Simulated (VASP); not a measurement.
Crystal: SnO.

```
CELL_PARAMETERS angstrom
4.12550 0.00000 0.00000
-2.06275 3.57279 0.00000
0.00000 0.00000 5.18540
ATOMIC_POSITIONS crystal
Sn 0.33333 0.66667 0.25000
Sn 0.66667 0.33333 0.75000
O 0.66667 0.33333 0.25000
O 0.33333 0.66667 0.75000
```

Base run:

| Item | Value |
| --- | --- |
| Program | VASP 6.6.1 |
| Functional | PBE |
| Potentials or basis | VASP PAW PBE potentials, release 64 (Sn_d, O) |
| Cutoff | 520 eV |
| k mesh | 6 × 6 × 4 |
| Occupations | gaussian, width 0.01 eV |
| Spin | no spin polarisation |

Its results: band gap on the k mesh 0.41 eV, direct; pressure 2.5 GPa.

Task: The run is repeated on the same cell with these changes: functional from PBE to LDA; potentials or basis from VASP PAW PBE potentials, release 64 (Sn_d, O) to VASP PAW LDA potentials, release 64 (Sn_d, O). What comes out?

Result: Band gap on the k mesh 0.39 eV, direct; pressure -3.6 GPa.

Caveats: spin-orbit coupling is left out, which moves the levels of the heavy elements.

A k mesh can miss the band edges.
